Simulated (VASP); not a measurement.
Write the native input for VASP 6.6.1 that does the following.

| Property | Result |
| --- | --- |
| Task | single point |
| Functional | LDA |
| Potentials or basis | VASP PAW LDA potentials, release 64 (Ag, Cl) |
| Cutoff | 520 eV |
| k mesh | 8 × 8 × 8 |
| Occupations | gaussian, width 0.05 eV |
| Spin | no spin polarisation |
| Dipole correction | no |
| Further INCAR settings | ALGO = Normal; EDIFF = 1e-07; NBANDS = 16 |

The structure of AgCl lies in POSCAR:

```
AgCl
1.0
    0.0000000000      2.6622240000      2.7731500000
    2.7731500000      0.0000000000      2.7731500000
    2.7731500000      2.6622240000      0.0000000000
Ag Cl
1 1
Direct
    0.5000000000      0.5000000000      0.5000000000
    0.0000000000      0.0000000000      0.0000000000
```

This cell differs from its parent crystal: strain -0.0400 x Voigt [0, 1, 0, 0, 0, 0].

One way to write it, as run:

INCAR

```
PREC = Accurate
ENCUT = 520
EDIFF = 1E-7
ISMEAR = 0
SIGMA = 0.05
LREAL = F
LASPH = T
NELM = 60
ALGO = Normal
ISIF = 2
LWAVE = F
LCHARG = T
GGA = CA
LELF = T
LVHAR = T
NBANDS = 16
```

KPOINTS

```
regular mesh
0
Gamma
  8 8 8
```

Potentials or basis: VASP PAW LDA potentials, release 64 (Ag, Cl).

Command:

```bash
$ cat potpaw_LDA.64/Ag/POTCAR potpaw_LDA.64/Cl/POTCAR > POTCAR
$ mpirun -np 1 vasp_std > vasp.out
```

Results of the run:

The pressure is -3.6 GPa and the band gap on the k mesh is 0.53 eV (least direct gap 3.08 eV).

Caveat: the cell differs from its parent crystal (strain -0.0400 x Voigt [0, 1, 0, 0, 0, 0]); the cell stands under tension; semilocal functionals underestimate gaps, and a narrow one can read as zero.

Wall time 50 s on 1 thread of Intel Xeon 8259CL, with other jobs on the host, peak memory 0.17 GiB.
